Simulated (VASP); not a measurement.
A run of VASP 6.6.1 is set up as follows.

The input INCAR:

```
SYSTEM = Au
  PREC = Accurate
  ENCUT = 520
  EDIFF = 1E-7
  ISMEAR = 0
  SIGMA = 0.1
  LREAL = .FALSE.
  LASPH = .TRUE.
  NELM = 60
  ALGO = Normal
  ISIF = 2
  LWAVE = .FALSE.
  LCHARG = .FALSE.
  GGA = PE
  NBANDS = 12
```

Contents of KPOINTS:

```
regular mesh
0
G
  8 8 8
  0 0 0
```

POSCAR

```
Au
1.0
    0.0000000000      2.0830626651      2.0830626651
    2.0830626651      0.0000000000      2.0830626651
    2.0830626651      2.0830626651      0.0000000000
Au
1
Direct
    0.0000000000      0.0000000000      0.0000000000
```

Potentials or basis: VASP PAW PBE potentials, release 64 (Au).

Run with:

```console
$ cat potpaw_PBE.64/Au/POTCAR > POTCAR
$ mpirun -np 1 vasp_std > vasp.out
```

Problem. Predict the pressure.

Solution. -0.3 GPa.
